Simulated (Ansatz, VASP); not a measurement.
## One calculation of GaN, two programs

```
Ga N
1.0
     3.18900    0.00000    0.00000
    -1.59450    2.76176    0.00000
     0.00000    0.00000    5.18500
Ga N
2 2
Cartesian
  0.0000 1.8412 0.0000
  1.5945 0.9206 2.5925
  0.0000 1.8412 1.9547
  1.5945 0.9206 4.5472
```

Alike in both runs: task single point; functional LDA; k mesh 8 × 8 × 5; occupations gaussian, width 0.03 eV; no spin polarisation.

```csv
,VASP,Ansatz
version,VASP 6.6.1,Ansatz 0.2.0
potentials or method,"VASP PAW LDA potentials, release 64 (Ga_d, N)","scalar-relativistic, plane waves, PAW"
plane-wave cutoff (eV),520,420
valence electrons in the cell,36,36
```

```csv
,VASP,Ansatz,Ansatz less VASP
gap on the k mesh at the Fermi level (eV),1.94,1.92,-0.016
least direct gap on the mesh (eV),1.94,1.92,-0.016
```

LDA's correlation is that of Perdew and Zunger in VASP and of Perdew and Wang (1992) in Ansatz.
